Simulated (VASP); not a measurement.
Set up this calculation in VASP 6.6.1, as the native input.

```
Task                   : single point
Functional             : PBEsol
Potentials or basis    : VASP PAW PBE potentials, release 64 (C)
Cutoff                 : 600 eV
k mesh                 : 18 × 18 × 18
Occupations            : gaussian, width 0.01 eV
Spin                   : no spin polarisation
Dipole correction      : no
Further INCAR settings : ALGO = Normal; EDIFF = 1e-06; NBANDS = 11
```

The structure of C lies in POSCAR:

```
C
1.0
    1.2296148757      0.7099184795      3.6852208527
   -1.2296148757      0.7099184795      3.6852208527
    0.0000000000     -1.4198369589      3.6852208527
C
2
Direct
    0.1666454100      0.1666454100      0.1666454100
    0.8333545900      0.8333545900      0.8333545900
```

One way to write it, as run:

INCAR

```
SYSTEM = C
PREC     = Accurate       ! precision mode
ENCUT    = 600            ! plane-wave cutoff, eV
EDIFF    = 1E-6           ! SCF threshold, eV
ISMEAR   = 0              ! smearing method
SIGMA    = 0.01           ! smearing width, eV
LREAL    = .False.        ! projectors in reciprocal space
LASPH    = .True.         ! aspherical terms in the spheres
NELM     = 120            ! most SCF steps
ALGO     = Normal         ! electronic algorithm
ISIF     = 2              ! what is computed and relaxed
LWAVE    = .False.        ! write WAVECAR
LCHARG   = .False.        ! write CHGCAR
GGA      = PS             ! functional
NBANDS   = 11             ! bands
GGA_COMPAT= .False.
```

KPOINTS

```
Automatic mesh
0
Gamma
  18 18 18
  0 0 0
```

Potentials or basis: VASP PAW PBE potentials, release 64 (C).

The run is started by

```console
$ cat potpaw_PBE.64/C/POTCAR > POTCAR
$ mpirun -np 1 vasp_std > vasp.out
```

Results of the run:

- Pressure: 0.1 GPa

Caveat: this functional lacks dispersion, which binds the layers, so the pressure and a relaxed spacing across them are unreliable; the PAW data sets were made with another functional, which shifts forces and pressure a little.

Wall time 3.5 min on 1 thread of Intel(R) Xeon(R) Platinum 8375C CPU @ 2.90GHz (Ice Lake) (shared host), peak memory 0.25 GiB.
